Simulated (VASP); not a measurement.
# Ca (Fm-3m) in VASP: a series of runs

Runs on Ca. Level: PBEsol. Tasks: single point.

All numbers are computed with VASP 6.6.1; they aren't measurements. Logs are shortened: lines on timing, memory, paths and dates and some standing lists are left out, and cuts for length are marked.

## 1. The cell of the first run

It takes space group Fm-3m (No. 225, cubic). Conventional cell: a = 5.363 Å, b = 5.363 Å, c = 5.363 Å, α = 90.00°, β = 90.00°, γ = 90.00°. Ca (site symmetry m-3m) has 12 Ca at 3.79 Å within 5.0 Å.

## 2. Single point, PBEsol (38.57 Å³/atom)

Input file INCAR:

```
SYSTEM = Ca
ALGO     = Normal         ! electronic algorithm
EDIFF    = 1E-6           ! SCF threshold, eV
ENCUT    = 520            ! plane-wave cutoff, eV
GGA      = PS             ! functional
ISIF     = 2              ! what is computed and relaxed
ISMEAR   = -1             ! smearing method
LASPH    = .True.         ! aspherical terms in the spheres
LCHARG   = .False.        ! write CHGCAR
LREAL    = .False.        ! projectors in reciprocal space
LWAVE    = .False.        ! write WAVECAR
NBANDS   = 11             ! bands
NELM     = 60             ! most SCF steps
PREC     = Accurate       ! precision mode
SIGMA    = 0.05           ! smearing width, eV
```

Input file KPOINTS:

```
k-points
0
Gamma
  13 13 13
  0 0 0
```

Input file POSCAR:

```
Ca
1.0
    0.0000000000      2.6817435469      2.6817435469
    2.6817435469      0.0000000000      2.6817435469
    2.6817435469      2.6817435469      0.0000000000
Ca
1
Direct
    0.0000000000      0.0000000000      0.0000000000
```

Potentials or basis: VASP PAW PBE potentials, release 64 (Ca_sv).

Run with:

```sh
$ cat potpaw_PBE.64/Ca_sv/POTCAR > POTCAR
$ mpirun -np 1 vasp_std > vasp.out
```

OUTCAR:

```text
SYSTEM = Ca
   EDIFF = 1E-6
   ENCUT = 520
   GGA = PS
   ISIF = 2
   ISMEAR = -1
   LASPH = .True.
   LREAL = .False.
   NELM = 60
   PREC = Accurate

 ion  position               nearest neighbor table
   1  0.000  0.000  0.000-

  LATTYP: Found a face centered cubic cell.
 ALAT       =     5.3634870938

  Lattice vectors:

 A1 = (   0.0000000000,   2.6817435469,   2.6817435469)
 A2 = (   2.6817435469,   0.0000000000,   2.6817435469)
 A3 = (   2.6817435469,   2.6817435469,   0.0000000000)

Analysis of symmetry for initial positions (statically):
=====================================================================
 Subroutine PRICEL returns:
 Original cell was already a primitive cell.

 Routine SETGRP: Setting up the symmetry group for a
 face centered cubic supercell.

 Subroutine GETGRP returns: Found 48 space group operations
 (whereof 48 operations were pure point group operations)
 out of a pool of 48 trial point group operations.

The static configuration has the point symmetry O_h .

Analysis of symmetry for dynamics (positions and initial velocities):
=====================================================================
 Subroutine PRICEL returns:
 Original cell was already a primitive cell.

 Routine SETGRP: Setting up the symmetry group for a
 face centered cubic supercell.

 Subroutine GETGRP returns: Found 48 space group operations
 (whereof 48 operations were pure point group operations)
 out of a pool of 48 trial point group operations.

The dynamic configuration has the point symmetry O_h .

 Subroutine INISYM returns: Found 48 space group operations
 (whereof 48 operations are pure point group operations),
 and found     1 'primitive' translations

----------------------------------------------------------------------------------------

                                     Primitive cell

  volume of cell :      38.5729

  direct lattice vectors                    reciprocal lattice vectors
     0.000000000  2.681743547  2.681743547    -0.186445867  0.186445867  0.186445867
     2.681743547  0.000000000  2.681743547     0.186445867 -0.186445867  0.186445867
     2.681743547  2.681743547  0.000000000     0.186445867  0.186445867 -0.186445867

  length of vectors
     3.792558095  3.792558095  3.792558095     0.322933714  0.322933714  0.322933714

  position of ions in fractional coordinates (direct lattice)
     0.000000000  0.000000000  0.000000000

  ion indices of the primitive-cell ions
[... 79 lines left out ...]
   NFREE  =      0    steps in history (QN), initial steepest desc. (CG)
   ISIF   =      2    stress and relaxation
   ISYM   =      2    0-nonsym 1-usesym 2-fastsym
   POTIM  = 0.5000    time-step for ionic-motion
   TEBEG  =    0.0;   TEEND  =   0.0 temperature during run
   PSTRESS=    0.0 pullay stress
   NELECT =      10.0000    total number of electrons
   NUPDOWN=      -1.0000    fix difference up-down
   EMIN   =  10.00;   EMAX   =-10.00  energy-range for DOS
   EFERMI =   0.00;   METHOD = LEGACY
   ISMEAR =    -1;   SIGMA  =   0.05  broadening in eV -4-tet -1-fermi 0-gaus
   EFERMI_NEDOS =   21; number of points for ismear=-14 and -15
   IALGO  =     38    algorithm
   IMIX   =      4    mixing-type and parameters
     AMIX     =   0.40;   BMIX     =  1.00
     AMIX_MAG =   1.60;   BMIX_MAG =  1.00
  volume/ion in A,a.u.               =      38.57       260.30
  Fermi-wavevector in a.u.,A,eV,Ry     =   1.043873  1.972634 14.825867  1.089670
  Thomas-Fermi vector in A             =   2.178601
   LORBIT       =      0    0 simple, 1 ext, 2 COOP (PROOUT), +10 PAW based schemes
   GGA     = PS    functional components
   LHFCALC =     F    Hartree Fock is set to
   AEXX    =    0.0000 exact exchange contribution
   IVDW    =     0    specifies the selected vdW correction
   LEPSILON=     F    determine dielectric tensor
   LRPA    =     F    only Hartree local field effects (RPA)
 non-spin polarized calculation
  energy-cutoff  :      520.00
  volume of cell :       38.57
 maximum number of plane-waves:      1048
   NGX = 15   NGY = 15   NGZ = 15

 number of electron      10.0000002 magnetization

 Free energy of the ion-electron system (eV)
  ---------------------------------------------------
  ext. energy  EPLUGINS =         0.00000000
  ---------------------------------------------------
  free energy    TOTEN  =        -2.13247053 eV

  energy without entropy =       -2.12073167  energy(sigma->0) =       -2.12660110

 E-fermi :   2.2603     XC(G=0):  -8.1008

 val. band max:        2.2378096946   @ k =  -0.3846   0.2308   0.0769
 cond. band min:       2.2904749566   @ k =  -0.3077   0.3846   0.1538
 fundamental gap:      0.0526652620
 Fermi energy:         2.2602794951

 k-point     1 :       0.0000    0.0000    0.0000
  band No.  band energies     occupation
      1     -39.3795      2.00000
      2     -20.3572      2.00000
      3     -20.3572      2.00000
      4     -20.3572      2.00000
      5      -1.9387      2.00000
      6       4.6975      0.00000
      7       4.6975      0.00000
      8       4.6975      0.00000
      9       5.8971      0.00000
     10       5.8971      0.00000
     11      11.7772      0.00000
[... 309 lines left out ...]
 k-point    24 :       0.4615    0.1538    0.0000
  band No.  band energies     occupation
      1     -39.3578      2.00000
      2     -20.5278      2.00000
      3     -20.4047      2.00000
      4     -20.3937      2.00000
      5       0.9647      2.00000
      6       2.6580      0.00070
      7       4.1760      0.00000
      8       4.9040      0.00000
      9       6.4941      0.00000
     10       6.6953      0.00000
     11       8.2059      0.00000

 [... further k-points ...]

------------------------ aborting loop because EDIFF is reached ----------------------------------------

  FORCE on cell =-STRESS in cart. coord.  units (eV):
  Direction    XX          YY          ZZ          XY          YZ          ZX
  --------------------------------------------------------------------------------------
  -------------------------------------------------------------------------------------
  Total        0.2364863      0.2364863      0.2364863     -0.0000000     -0.0000000      0.0000000
  in kB        9.8227895      9.8227895      9.8227895     -0.0000000     -0.0000000      0.0000000
  external PRESSURE =       9.8227895 kB  Pullay stress =       0.0000000 kB

 VOLUME and BASIS-vectors are now :
 -----------------------------------------------------------------------------
  energy-cutoff  :      520.00
  volume of cell :       38.57
      direct lattice vectors                 reciprocal lattice vectors
     0.000000000  2.681743547  2.681743547    -0.186445867  0.186445867  0.186445867
     2.681743547  0.000000000  2.681743547     0.186445867 -0.186445867  0.186445867
     2.681743547  2.681743547  0.000000000     0.186445867  0.186445867 -0.186445867

 POSITION                                       TOTAL-FORCE (eV/Angst)
 -----------------------------------------------------------------------------------
      0.00000      0.00000      0.00000         0.000000      0.000000      0.000000
 -----------------------------------------------------------------------------------
    total drift:                               -0.000000     -0.000000     -0.000000

  FREE ENERGIE OF THE ION-ELECTRON SYSTEM (eV)
  ---------------------------------------------------
  free  energy   TOTEN  =        -2.1324705322 eV

  energy  without entropy=       -2.1207316668  energy(sigma->0) =       -2.12660110
```

OSZICAR:

```text
N       E                     dE             d eps       ncg     rms          rms(c)
DAV:   1     0.669250524344E+02    0.66925E+02   -0.50803E+03  1848   0.832E+02
DAV:   2    -0.627435982312E+00   -0.67552E+02   -0.66835E+02  2010   0.211E+02
DAV:   3    -0.207368252407E+01   -0.14462E+01   -0.14309E+01  2712   0.307E+01
DAV:   4    -0.214502517188E+01   -0.71343E-01   -0.71103E-01  2383   0.537E+00
DAV:   5    -0.214672700444E+01   -0.17018E-02   -0.17015E-02  2545   0.695E-01    0.221E+00
DAV:   6    -0.213721595265E+01    0.95111E-02   -0.79986E-03  2286   0.103E+00    0.132E+00
DAV:   7    -0.213262255479E+01    0.45934E-02   -0.13823E-02  2100   0.141E+00    0.911E-02
DAV:   8    -0.213246648557E+01    0.15607E-03   -0.10688E-03  2201   0.285E-01    0.194E-02
DAV:   9    -0.213247056637E+01   -0.40808E-05   -0.58071E-05  2364   0.690E-02    0.541E-03
DAV:  10    -0.213247053216E+01    0.34204E-07   -0.52030E-06  2756   0.182E-02
   1 F= -.21324705E+01 E0= -.21266011E+01  d E =-.117389E-01
```

stdout:

```text
POSCAR found type information on POSCAR Ca
 POSCAR found :  1 types and       1 ions
 scaLAPACK will be used
 -----------------------------------------------------------------------------
|                                                                             |
|                                                                             |
|     You enforced a specific xc type in the INCAR file but a different       |
|     I HOPE YOU KNOW WHAT YOU ARE DOING!                                     |
|                                                                             |
 -----------------------------------------------------------------------------

 LDA part: xc-table for (Slater+PW92), standard interpolation
 POSCAR, INCAR and KPOINTS ok, starting setup
 FFT: planning ... GRIDC
 FFT: planning ... GRID_SOFT
 FFT: planning ... GRID
 WAVECAR not read
 entering main loop
```

Run time: 28 s. Hardware: 1 thread of Intel Xeon 8259CL, shared host; peak memory 0.18 GiB.

Results:

| Property | Result |
| --- | --- |
| Free energy | -2.1325 eV |
| Pressure | 1.0 GPa |
| Band gap on the k mesh | zero (bands 5 and 6 overlap by 0.13 eV) |

Levels at points of the mesh, in eV from the Fermi level:
```
           k point  band 3  band 4  band 5  band 6  band 7  band 8
(0.00, 0.00, 0.00)  -22.62  -22.62   -4.20    2.44    2.44    2.44
```

Caveat: the PAW data sets were made with another functional, which shifts forces and pressure a little.

## 3. Single point, PBEsol

This run uses another cell than the first one, of 40.60 Å³/atom.

Input file INCAR:

```
  ALGO = Normal
  EDIFF = 1E-7
  ENCUT = 520
  GGA = PS
  ISIF = 2
  ISMEAR = -1
  LASPH = True
  LCHARG = True
  LELF = True
  LREAL = False
  LVHAR = True
  LWAVE = False
  NBANDS = 11
  NELM = 60
  PREC = Accurate
  SIGMA = 0.05
```

Input file KPOINTS:

```
k-points
0
Gamma
  13 13 13
```

Input file POSCAR:

```
Ca
1.0
    0.0000000000      2.7279895927      2.7279895927
    2.7279895927      0.0000000000      2.7279895927
    2.7279895927      2.7279895927      0.0000000000
Ca
1
Direct
    0.0000000000      0.0000000000      0.0000000000
```

Potentials or basis: VASP PAW PBE potentials, release 64 (Ca_sv).

Run with:

```sh
$ cat potpaw_PBE.64/Ca_sv/POTCAR > POTCAR
$ mpirun -np 1 vasp_std > vasp.out
```

Wall time 41 s (1 thread of Intel Xeon 8259CL, shared host); peak memory 0.19 GiB.

Results (log left out):

| Property | Result |
| --- | --- |
| Free energy | -2.1390 eV |
| Pressure | 0.0 GPa |
| Band gap on the k mesh | zero (bands 5 and 6 overlap by 0.20 eV) |

Levels at points of the mesh, in eV from the Fermi level:
```csv
k point,band 2,band 3,band 4,band 5,band 6,band 7,band 8,band 9
"(0.00, 0.00, 0.00)",-22.74,-22.74,-22.74,-4.10,2.37,2.37,2.37,3.50
```

Caveat: the PAW data sets were made with another functional, which shifts forces and pressure a little.
